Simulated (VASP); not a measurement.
# AlCo (P4/mmm) in VASP: notebook, part 2 of 3

VASP 6.6.1. Earlier steps stand in the parts before.

## (4) Single point, PBEsol

This run uses another cell than the first one, of the same volume but with other edges.

INCAR reads:

```
SYSTEM = AlCo
  PREC = Accurate
  ENCUT = 520
  EDIFF = 1E-6
  ISMEAR = 0
  SIGMA = 0.15
  LREAL = .False.
  LASPH = .True.
  NELM = 100
  ALGO = Fast
  ISIF = 2
  LWAVE = .False.
  LCHARG = .False.
  GGA = PS
  NBANDS = 13
```

KPOINTS reads:

```
Automatic mesh
0
Gamma
  24 24 24
  0 0 0
```

POSCAR reads:

```
AlCo
1.0
    2.9797109466      0.0000000000      0.0000000000
    0.0000000000      2.9797109466      0.0000000000
    0.0000000000      0.0000000000      2.5327543046
Al Co
1 1
Direct
    0.0000000000      0.0000000000      0.0000000000
    0.5000000000      0.5000000000      0.5000000000
```

Potentials or basis: VASP PAW PBE potentials, release 64 (Al, Co).

The run is started by

```console
$ cat potpaw_PBE.64/Al/POTCAR potpaw_PBE.64/Co/POTCAR > POTCAR
$ mpirun -np 1 vasp_std > vasp.out
```

OUTCAR:

```text
SYSTEM = AlCo
   PREC = Accurate
   ENCUT = 520
   EDIFF = 1E-6
   ISMEAR = 0
   LREAL = .False.
   LASPH = .True.
   NELM = 100
   ISIF = 2
   GGA = PS

 ion  position               nearest neighbor table
   1  0.000  0.000  0.000-   2 2.46   2 2.46   2 2.46   2 2.46   2 2.46   2 2.46   2 2.46   2 2.46

   2  0.500  0.500  0.500-   1 2.46   1 2.46   1 2.46   1 2.46   1 2.46   1 2.46   1 2.46   1 2.46

  LATTYP: Found a simple tetragonal cell.
 ALAT       =     2.9797109466
 C/A-ratio  =     0.8500000000

  Lattice vectors:

 A1 = (   2.9797109466,   0.0000000000,   0.0000000000)
 A2 = (   0.0000000000,   2.9797109466,   0.0000000000)
 A3 = (   0.0000000000,   0.0000000000,   2.5327543046)

Analysis of symmetry for initial positions (statically):
=====================================================================
 Subroutine PRICEL returns:
 Original cell was already a primitive cell.

 Routine SETGRP: Setting up the symmetry group for a
 simple tetragonal supercell.

 Subroutine GETGRP returns: Found 16 space group operations
 (whereof 16 operations were pure point group operations)
 out of a pool of 16 trial point group operations.

The static configuration has the point symmetry D_4h.

[... 178 lines left out ...]
      8      15.0097      0.00000
      9      19.0660      0.00000
     10      19.2780      0.00000
     11      21.4648      0.00000
     12      27.6025      0.00000
     13      30.3702      0.00000
[... 354 lines left out ...]
  band No.  band energies     occupation
      1       2.9595      2.00000
      2       4.2943      2.00000
      3       8.2185      2.00000
      4       8.6615      2.00000
      5       9.9319      2.00000
      6      10.4242      1.96908
      7      10.5862      1.47181
      8      18.2504      0.00000
      9      19.3023      0.00000
     10      21.2316      0.00000
     11      25.1813      0.00000
     12      26.1268      0.00000
     13      26.5385      0.00000

 [... further k-points ...]

------------------------ aborting loop because EDIFF is reached ----------------------------------------

  FORCE on cell =-STRESS in cart. coord.  units (eV):
  Direction    XX          YY          ZZ          XY          YZ          ZX
  --------------------------------------------------------------------------------------
  -------------------------------------------------------------------------------------
  Total       -1.4163318     -1.4163318      4.3993184      0.0000000      0.0000000      0.0000000
  in kB     -100.9100127   -100.9100127    313.4401630      0.0000000      0.0000000      0.0000000
  external PRESSURE =      37.2067125 kB  Pullay stress =       0.0000000 kB

 VOLUME and BASIS-vectors are now :
 -----------------------------------------------------------------------------
  energy-cutoff  :      520.00
  volume of cell :       22.49
      direct lattice vectors                 reciprocal lattice vectors
     2.979710947  0.000000000  0.000000000     0.335603023  0.000000000  0.000000000
     0.000000000  2.979710947  0.000000000     0.000000000  0.335603023  0.000000000
     0.000000000  0.000000000  2.532754305     0.000000000  0.000000000  0.394827085

 POSITION                                       TOTAL-FORCE (eV/Angst)
 -----------------------------------------------------------------------------------
      0.00000      0.00000      0.00000         0.000000      0.000000      0.000000
      1.48986      1.48986      1.26638         0.000000      0.000000      0.000000
 -----------------------------------------------------------------------------------
    total drift:                                0.000000     -0.000000     -0.000000

  FREE ENERGIE OF THE ION-ELECTRON SYSTEM (eV)
  ---------------------------------------------------
  free  energy   TOTEN  =       -12.7949782207 eV

  energy  without entropy=      -12.7784657870  energy(sigma->0) =      -12.78672200
```

OSZICAR:

```text
N       E                     dE             d eps       ncg     rms          rms(c)
DAV:   1     0.358161468187E+02    0.35816E+02   -0.52460E+03 31102   0.975E+02
DAV:   2    -0.129982150911E+02   -0.48814E+02   -0.44646E+02 32398   0.174E+02
DAV:   3    -0.146340065886E+02   -0.16358E+01   -0.16209E+01 37313   0.365E+01
DAV:   4    -0.146587040084E+02   -0.24697E-01   -0.24689E-01 36115   0.408E+00
DAV:   5    -0.146595238769E+02   -0.81987E-03   -0.81985E-03 38398   0.806E-01    0.135E+01
RMM:   6    -0.175207184712E+02   -0.28612E+01   -0.17075E+01 36612   0.537E+01    0.185E+01
RMM:   7    -0.128266413171E+02    0.46941E+01   -0.50108E+00 33017   0.280E+01    0.259E+00
RMM:   8    -0.128079033891E+02    0.18738E-01   -0.42195E-02 33814   0.157E+00    0.105E+00
RMM:   9    -0.128106200305E+02   -0.27166E-02   -0.40440E-02 36799   0.171E+00    0.111E+00
RMM:  10    -0.127949089384E+02    0.15711E-01   -0.16372E-02 36656   0.172E+00    0.148E-01
RMM:  11    -0.127950848517E+02   -0.17591E-03   -0.12993E-03 42065   0.255E-01    0.127E-01
RMM:  12    -0.127949737676E+02    0.11108E-03   -0.28718E-04 44346   0.158E-01    0.552E-02
RMM:  13    -0.127949773601E+02   -0.35925E-05   -0.79457E-05 41430   0.573E-02    0.115E-02
RMM:  14    -0.127949774332E+02   -0.73127E-07   -0.16211E-05 43475   0.263E-02    0.794E-03
RMM:  15    -0.127949782207E+02   -0.78746E-06   -0.13926E-06 27345   0.101E-02
   1 F= -.12794978E+02 E0= -.12786722E+02  d E =-.165124E-01
```

stdout:

```text
POSCAR found type information on POSCAR AlCo
 POSCAR found :  2 types and       2 ions
 scaLAPACK will be used
 -----------------------------------------------------------------------------
|                                                                             |
|                                                                             |
|     You enforced a specific xc type in the INCAR file but a different       |
|     I HOPE YOU KNOW WHAT YOU ARE DOING!                                     |
|                                                                             |
 -----------------------------------------------------------------------------

 LDA part: xc-table for (Slater+PW92), standard interpolation
 POSCAR, INCAR and KPOINTS ok, starting setup
 FFT: planning ... GRIDC
 FFT: planning ... GRID_SOFT
 FFT: planning ... GRID
 WAVECAR not read
 entering main loop
WARNING in EDDRMM: call to ZHEGV failed, returncode =   6  3     13
```

It took 94 s on 1 thread of Intel Xeon 6975P-C (Granite Rapids), shared host; peak memory 0.46 GiB.

Results:

```yaml
Free_energy: -12.7950 eV
Pressure: 3.7 GPa
Band_gap_on_the_k_mesh: zero (bands 6 and 7 overlap by 2.86 eV)
```

Stress tensor (GPa, compression positive):
```
-10.09   0.00   0.00
  0.00 -10.09   0.00
  0.00   0.00  31.34
```

Levels at points of the mesh, in eV from the Fermi level:
```csv
k point,band 4,band 5,band 6,band 7,band 8,band 9
"(0.00, 0.00, 0.00)",-1.04,-0.29,-0.29,4.36,4.36,8.41
"(0.50, 0.00, 0.00)",-1.99,-0.73,-0.22,-0.08,8.00,8.96
"(0.50, 0.50, 0.00)",-3.23,-0.65,-0.65,-0.36,1.62,2.84
"(0.00, 0.00, 0.50)",-1.89,-1.89,-0.76,1.44,8.83,9.56
"(0.50, 0.00, 0.50)",-1.70,-1.53,-1.49,0.01,3.54,4.37
"(0.50, 0.50, 0.50)",-0.24,0.31,2.50,2.50,3.10,4.48
```

Caveat: the cell stands under pressure; the PAW data sets were made with another functional, which shifts forces and pressure a little; the run has no spin polarisation, though such a crystal can be magnetic.

## (5) Single point, PBEsol

This run uses another cell than the first one, of the same volume but with other edges.

INCAR reads:

```
  PREC = Accurate
  ENCUT = 520
  EDIFF = 1E-6
  ISMEAR = 0
  SIGMA = 0.15
  LREAL = F
  LASPH = T
  NELM = 100
  ALGO = Fast
  ISIF = 2
  LWAVE = F
  LCHARG = F
  GGA = PS
  NBANDS = 13
```

KPOINTS reads:

```
Automatic mesh
0
Gamma
  24 24 24
```

POSCAR reads:

```
AlCo
1.0
    2.6561546837      0.0000000000      0.0000000000
    0.0000000000      2.6561546837      0.0000000000
    0.0000000000      0.0000000000      3.1873856204
Al Co
1 1
Direct
    0.0000000000      0.0000000000      0.0000000000
    0.5000000000      0.5000000000      0.5000000000
```

Potentials or basis: VASP PAW PBE potentials, release 64 (Al, Co).

The run is started by

```console
$ cat potpaw_PBE.64/Al/POTCAR potpaw_PBE.64/Co/POTCAR > POTCAR
$ mpirun -np 1 vasp_std > vasp.out
```

OUTCAR:

```text
PREC = Accurate
   ENCUT = 520
   EDIFF = 1E-6
   ISMEAR = 0
   LREAL = F
   LASPH = T
   NELM = 100
   ISIF = 2
   GGA = PS

 ion  position               nearest neighbor table
   1  0.000  0.000  0.000-   2 2.46   2 2.46   2 2.46   2 2.46   2 2.46   2 2.46   2 2.46   2 2.46

   2  0.500  0.500  0.500-   1 2.46   1 2.46   1 2.46   1 2.46   1 2.46   1 2.46   1 2.46   1 2.46

  LATTYP: Found a simple tetragonal cell.
 ALAT       =     2.6561546837
 C/A-ratio  =     1.2000000000

  Lattice vectors:

 A1 = (   2.6561546837,   0.0000000000,   0.0000000000)
 A2 = (   0.0000000000,   2.6561546837,   0.0000000000)
 A3 = (   0.0000000000,   0.0000000000,   3.1873856204)

Analysis of symmetry for initial positions (statically):
=====================================================================
 Subroutine PRICEL returns:
 Original cell was already a primitive cell.

 Routine SETGRP: Setting up the symmetry group for a
 simple tetragonal supercell.

 Subroutine GETGRP returns: Found 16 space group operations
 (whereof 16 operations were pure point group operations)
 out of a pool of 16 trial point group operations.

The static configuration has the point symmetry D_4h.

Analysis of symmetry for dynamics (positions and initial velocities):
=====================================================================
 Subroutine PRICEL returns:
 Original cell was already a primitive cell.

 Routine SETGRP: Setting up the symmetry group for a
 simple tetragonal supercell.

 Subroutine GETGRP returns: Found 16 space group operations
 (whereof 16 operations were pure point group operations)
 out of a pool of 16 trial point group operations.

The dynamic configuration has the point symmetry D_4h.

 Subroutine INISYM returns: Found 16 space group operations
 (whereof 16 operations are pure point group operations),
 and found     1 'primitive' translations

----------------------------------------------------------------------------------------

                                     Primitive cell

  volume of cell :      22.4875

  direct lattice vectors                    reciprocal lattice vectors
     2.656154684  0.000000000  0.000000000     0.376484098  0.000000000  0.000000000
     0.000000000  2.656154684  0.000000000     0.000000000  0.376484098  0.000000000
     0.000000000  0.000000000  3.187385620     0.000000000  0.000000000  0.313736748

  length of vectors
     2.656154684  2.656154684  3.187385620     0.376484098  0.376484098  0.313736748

  position of ions in fractional coordinates (direct lattice)
     0.000000000  0.000000000  0.000000000
     0.500000000  0.500000000  0.500000000

  ion indices of the primitive-cell ions
   primitive index   ion index
                 1           1
                 2           2

----------------------------------------------------------------------------------------

 KPOINTS: Automatic mesh

Automatic generation of k-mesh.
 Grid dimensions read from file:
 generate k-points for:   24   24   24

 Generating k-lattice:

[... 40 lines left out ...]
  0.416667  0.041667  0.000000      8.000000
  0.458333  0.041667  0.000000      8.000000
 [... further k-points ...]
   k-points           NKPTS =   1183   k-points in BZ     NKDIM =   1183   number of bands    NBANDS=     13
   number of dos      NEDOS =    301   number of ions     NIONS =      2
   total plane-waves  NPLWV =   9600
   dimension x,y,z NGX =    20 NGY =   20 NGZ =   24
   dimension x,y,z NGXF=    40 NGYF=   40 NGZF=   48
   ions per type =               1   1
   NGX,Y,Z   is equivalent  to a cutoff of  12.52, 12.52, 12.52 a.u.
   NGXF,Y,Z  is equivalent  to a cutoff of  25.04, 25.04, 25.04 a.u.
 SYSTEM =  unknown system
   PREC   = accura    normal or accurate (medium, high low for compatibility)
   ISTART =      0    job   : 0-new  1-cont  2-samecut
   ICHARG =      2    charge: 1-file 2-atom 10-const
   ISPIN  =      1    spin polarized calculation?
   LNONCOLLINEAR =      F non collinear calculations
   LSORBIT =      F    spin-orbit coupling
   LASPH  =      T    aspherical Exc in radial PAW
   ENCUT  =  520.0 eV  38.22 Ry    6.18 a.u.   4.94  4.94  5.93*2*pi/ulx,y,z
   NELM   =    100;   NELMIN=  2; NELMDL= -5     # of ELM steps
   EDIFF  = 0.1E-05   stopping-criterion for ELM
   LREAL  =      F    real-space projection
   EDIFFG = 0.1E-04   stopping-criterion for IOM
   NSW    =      0    number of steps for IOM
   IBRION =     -1    ionic relax: 0-MD 1-quasi-New 2-CG
   NFREE  =      0    steps in history (QN), initial steepest desc. (CG)
   ISIF   =      2    stress and relaxation
   ISYM   =      2    0-nonsym 1-usesym 2-fastsym
   POTIM  = 0.5000    time-step for ionic-motion
   TEBEG  =    0.0;   TEEND  =   0.0 temperature during run
   PSTRESS=    0.0 pullay stress
   NELECT =      12.0000    total number of electrons
   NUPDOWN=      -1.0000    fix difference up-down
   EMIN   =  10.00;   EMAX   =-10.00  energy-range for DOS
   EFERMI =   0.00;   METHOD = LEGACY
   ISMEAR =     0;   SIGMA  =   0.15  broadening in eV -4-tet -1-fermi 0-gaus
   EFERMI_NEDOS =   21; number of points for ismear=-14 and -15
   IALGO  =     68    algorithm
   IMIX   =      4    mixing-type and parameters
     AMIX     =   0.40;   BMIX     =  1.00
     AMIX_MAG =   1.60;   BMIX_MAG =  1.00
  volume/ion in A,a.u.               =      11.24        75.88
  Fermi-wavevector in a.u.,A,eV,Ry     =   1.327868  2.509306 23.990236  1.763233
  Thomas-Fermi vector in A             =   2.457148
   LORBIT       =      0    0 simple, 1 ext, 2 COOP (PROOUT), +10 PAW based schemes
   GGA     = PS    functional components
   LHFCALC =     F    Hartree Fock is set to
   AEXX    =    0.0000 exact exchange contribution
   IVDW    =     0    specifies the selected vdW correction
   LEPSILON=     F    determine dielectric tensor
   LRPA    =     F    only Hartree local field effects (RPA)
 non-spin polarized calculation
 RMM-DIIS sequential band-by-band and
 Gauss-broadening in eV      SIGMA  =   0.15
  energy-cutoff  :      520.00
  volume of cell :       22.49
 maximum number of plane-waves:       622
 NGX is ok and might be reduce to    20

 number of electron      11.9999996 magnetization

 Free energy of the ion-electron system (eV)
  ---------------------------------------------------
  ext. energy  EPLUGINS =         0.00000000
  ---------------------------------------------------
  free energy    TOTEN  =       -12.90894412 eV

  energy without entropy =      -12.89567364  energy(sigma->0) =      -12.90230888

 E-fermi :  10.5075     XC(G=0): -12.5258

 val. band max:       10.5055621945   @ k =   0.0000   0.0000   0.1667
 cond. band min:      10.5084008249   @ k =   0.4583   0.1667   0.5000
 fundamental gap:      0.0028386304
 Fermi energy:        10.5074604875

 k-point     1 :       0.0000    0.0000    0.0000
  band No.  band energies     occupation
      1      -0.4669      2.00000
      2       7.5511      2.00000
      3       7.8924      2.00000
      4       9.9547      2.00000
      5       9.9547      2.00000
      6      10.4969      1.07924
      7      12.9654      0.00000
      8      18.0934      0.00000
      9      19.3156      0.00000
     10      19.3156      0.00000
     11      20.2730      0.00000
     12      27.5364      0.00000
     13      31.8923      0.00000
[... 354 lines left out ...]
  band No.  band energies     occupation
      1       3.7781      2.00000
      2       5.2565      2.00000
      3       8.2996      2.00000
      4       8.4519      2.00000
      5       9.5691      2.00000
      6      10.1010      1.99987
      7      11.6577      0.00000
      8      17.9696      0.00000
      9      18.5785      0.00000
     10      20.7561      0.00000
     11      23.1842      0.00000
     12      24.3540      0.00000
     13      25.2464      0.00000

 [... further k-points ...]

------------------------ aborting loop because EDIFF is reached ----------------------------------------

  FORCE on cell =-STRESS in cart. coord.  units (eV):
  Direction    XX          YY          ZZ          XY          YZ          ZX
  --------------------------------------------------------------------------------------
  -------------------------------------------------------------------------------------
  Total        1.2116462      1.2116462     -1.2441786      0.0000000      0.0000000     -0.0000000
  in kB       86.3266870     86.3266870    -88.6445395      0.0000000      0.0000000     -0.0000000
  external PRESSURE =      28.0029449 kB  Pullay stress =       0.0000000 kB

 VOLUME and BASIS-vectors are now :
 -----------------------------------------------------------------------------
  energy-cutoff  :      520.00
  volume of cell :       22.49
      direct lattice vectors                 reciprocal lattice vectors
     2.656154684  0.000000000  0.000000000     0.376484098  0.000000000  0.000000000
     0.000000000  2.656154684  0.000000000     0.000000000  0.376484098  0.000000000
     0.000000000  0.000000000  3.187385620     0.000000000  0.000000000  0.313736748

 POSITION                                       TOTAL-FORCE (eV/Angst)
 -----------------------------------------------------------------------------------
      0.00000      0.00000      0.00000         0.000000      0.000000      0.000000
      1.32808      1.32808      1.59369         0.000000      0.000000      0.000000
 -----------------------------------------------------------------------------------
    total drift:                               -0.000000      0.000000      0.000000

  FREE ENERGIE OF THE ION-ELECTRON SYSTEM (eV)
  ---------------------------------------------------
  free  energy   TOTEN  =       -12.9089441226 eV

  energy  without entropy=      -12.8956736356  energy(sigma->0) =      -12.90230888
```

stdout:

```text
POSCAR found type information on POSCAR AlCo
 POSCAR found :  2 types and       2 ions
 scaLAPACK will be used
 -----------------------------------------------------------------------------
|                                                                             |
|                                                                             |
|     You enforced a specific xc type in the INCAR file but a different       |
|     I HOPE YOU KNOW WHAT YOU ARE DOING!                                     |
|                                                                             |
 -----------------------------------------------------------------------------

 LDA part: xc-table for (Slater+PW92), standard interpolation
 POSCAR, INCAR and KPOINTS ok, starting setup
 FFT: planning ... GRIDC
 FFT: planning ... GRID_SOFT
 FFT: planning ... GRID
 WAVECAR not read
 entering main loop
WARNING in EDDRMM: call to ZHEGV failed, returncode =   6  3     13
```

Run time: 1.8 min. Hardware: 1 thread of Intel Xeon 6975P-C (Granite Rapids), shared host; peak memory 0.45 GiB.

What came out:

| Quantity | Value |
| --- | --- |
| Free energy | -12.9089 eV |
| Pressure | 2.8 GPa |
| Band gap on the k mesh | zero (bands 6 and 7 overlap by 2.95 eV) |

Caveat: the PAW data sets were made with another functional, which shifts forces and pressure a little; the run has no spin polarisation, though such a crystal can be magnetic.

(Continued in part 3 of 3.)
